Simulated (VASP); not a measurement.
Write the native input for VASP 6.6.1 that does the following.

```yaml
Task: relaxation of cell and atoms
Functional: PBE
Potentials_or_basis: VASP PAW PBE potentials, release 64 (Be, Cd_sv_GW, S)
Cutoff: 600 eV
k_mesh: 6 × 6 × 4
Occupations: gaussian, width 0.1 eV
Spin: no spin polarisation
Dipole_correction: no
Second_run: valence_matched
Further_INCAR_settings: ALGO = Normal; EDIFF = 1e-07; IBRION = 2; EDIFFG = -0.04; NSW = 90; ISIF = 3
```

The structure of Be2CdS2 lies in POSCAR:

```
Be2CdS2
1.0
    3.5962109200      0.0000000000      0.0000000000
   -1.7981054600      3.1144100100      0.0000000000
    0.0000000000      0.0000000000      6.1945983100
Be Cd S
2 1 2
Direct
    0.3333333300      0.6666666700      0.3772999900
    0.6666666700      0.3333333300      0.6227000100
    0.0000000000      0.0000000000      0.0000000000
    0.3333333300      0.6666666700      0.7346000100
    0.6666666700      0.3333333300      0.2653999900
```

One way to write it, as run:

INCAR

```
PREC = Accurate ; ENCUT = 600
EDIFF = 1E-7 ; ISMEAR = 0
SIGMA = 0.1 ; LREAL = False
LASPH = True ; NELM = 120
ALGO = Normal ; ISIF = 3
LWAVE = False ; LCHARG = False
GGA = PE ; IBRION = 2
NSW = 90 ; EDIFFG = -0.04
GGA_COMPAT = False ; NELMIN = 4
```

KPOINTS

```
regular mesh
0
Gamma
  6 6 4
```

Potentials or basis: VASP PAW PBE potentials, release 64 (Be, Cd_sv_GW, S).

Launch:

```console
$ cat potpaw_PBE.64/Be/POTCAR potpaw_PBE.64/Cd_sv_GW/POTCAR potpaw_PBE.64/S/POTCAR > POTCAR
$ mpirun -np 1 vasp_std > vasp.out
```

It gave:

```yaml
Relaxed_volume: 17.93 Å³/atom
Relaxed_cell: a = 3.440 Å, b = 3.440 Å, c = 8.746 Å, α = 90.00°, β = 90.00°, γ = 120.00°
Space_group_after_relaxing_to_0.05_Å: P-3m1 (No. 164)
Energy_gained_by_relaxing: 685.9 meV/atom
Ionic_steps: 17
Pressure_after_relaxing: 0.2 GPa
Largest_force_after_relaxing: 0.024 eV/Å
Band_gap_on_the_k_mesh: zero (band 18 reaches 5.67 eV, above the bottom of band 19 at 5.18 eV)
```

Caveat: the volume moved by over 15 % at a fixed basis, so the end points are rough.

Run time: 6.5 min on 1 thread of Intel(R) Xeon(R) 6975P-C (Granite Rapids) (shared host), peak memory 0.25 GiB.
